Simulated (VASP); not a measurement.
AlCo: single point with PBE

AlCo:

```
CELL_PARAMETERS angstrom
2.90810 0.00000 0.00000
0.00000 2.90810 0.00000
0.00000 0.00000 2.90810
ATOMIC_POSITIONS crystal
Al 0.00000 0.00000 0.00000
Co 0.50000 0.50000 0.50000
```

This cell differs from its parent crystal: volume scaled by 1.06.

```json
{"Program": "VASP 6.6.1", "Task": "single point", "Functional": "PBE", "Potentials or basis": "VASP PAW PBE potentials, release 64 (Al, Co)", "Cutoff": "520 eV", "k mesh": "20 × 20 × 20", "Occupations": "gaussian, width 0.1 eV", "Spin": "no spin polarisation", "Dipole correction": "no", "Further INCAR settings": "ALGO = Normal; EDIFF = 1e-06; NBANDS = 13"}
```

```json
{
  "Pressure": "-9.2 GPa",
  "Band gap on the k mesh": "zero (band 6 reaches 12.17 eV, above the bottom of band 7 at 9.56 eV)"
}
```

Levels at points of the mesh, in eV from the Fermi level:
```tsv
k point	band 3	band 4	band 5	band 6	band 7	band 8	band 9	band 10
(0.00, 0.00, 0.00)	-2.70	-0.77	-0.77	-0.77	5.67	5.67	5.67	8.49
(0.50, 0.00, 0.00)	-2.16	-1.58	-1.58	-0.67	0.14	8.32	10.27	10.27
(0.50, 0.50, 0.00)	-2.55	-2.55	-1.38	-1.38	-0.23	2.25	3.10	12.06
(0.50, 0.50, 0.50)	-3.66	-0.19	-0.19	2.39	2.39	2.39	3.56	5.00
```

Wall time 72 s on 1 thread of Intel Xeon 8259CL, on a shared host, peak memory 0.22 GiB.

 Spin polarisation is off, so any magnetic state and its effect on volume and gap are missing.
